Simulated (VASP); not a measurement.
Crystal: BeZn3Se4.

```
Be Zn Se
1.0
     3.87242    0.00000    0.00000
     0.00000    7.74485    0.00000
     0.00000    0.00000    5.47644
Be Zn Se
1 3 4
Direct
  0.00000 0.50000 0.00000
  0.00000 0.00000 0.00000
  0.50000 0.75000 0.50000
  0.50000 0.25000 0.50000
  0.00000 0.25000 0.25000
  0.00000 0.75000 0.25000
  0.50000 0.00000 0.75000
  0.50000 0.50000 0.75000
```

- Program: VASP 6.6.1
- Task: relaxation of cell and atoms
- Functional: PBE
- Potentials or basis: VASP PAW PBE potentials, release 64 (Be, Zn, Se)
- Cutoff: 600 eV
- k mesh: 4 × 2 × 4
- Occupations: gaussian, width 0.1 eV
- Spin: no spin polarisation

At the start: pressure 6.0 GPa; volume 20.53 Å³/atom.

Task: Where does the relaxation end?

Result: Over 14 steps the energy falls by 77.4 meV/atom and the volume is 21.98 Å³/atom (+7.1 %); space group Pmm2 (No. 25, to 0.1 Å) before and after.

Step by step:
| step | energy change (eV) | largest force (eV/Å) | pressure (GPa) | volume (Å³) |
| --- | --- | --- | --- | --- |
| 1 | 0.0000 | 1.7771 | 6.05 | 164.25 |
| 2 | -0.4471 | 0.6485 | -2.08 | 183.36 |
| 3 | -0.4529 | 0.7535 | -1.30 | 181.05 |
| 4 | -0.5447 | 0.4421 | -0.67 | 178.51 |
| 5 | -0.5890 | 0.3394 | 0.26 | 175.28 |
| 6 | -0.6044 | 0.2247 | -0.01 | 175.87 |
| 7 | -0.6121 | 0.1036 | -0.36 | 176.71 |
| 8 | -0.6158 | 0.1157 | 0.22 | 175.00 |
| 9 | -0.6159 | 0.1120 | 0.12 | 175.26 |
| 10 | -0.6176 | 0.0799 | -0.01 | 175.60 |
| 11 | -0.6182 | 0.0596 | -0.07 | 175.84 |
| 12 | -0.6182 | 0.1094 | -0.17 | 176.31 |
| 13 | -0.6184 | 0.0815 | -0.06 | 176.04 |
| 14 | -0.6194 | 0.0290 | -0.01 | 175.85 |

Final structure:
```
Be Zn Se
1.0
     3.96173    0.00000    0.00000
     0.00000    7.95083    0.00000
     0.00000    0.00000    5.58272
Be Zn Se
1 3 4
Direct
  0.00000 0.50000 0.00405
  0.00000 0.00000 0.99900
  0.50000 0.73802 0.50064
  0.50000 0.26198 0.50064
  0.00000 0.26696 0.23557
  0.00000 0.73304 0.23557
  0.50000 0.00000 0.73776
  0.50000 0.50000 0.78676
```
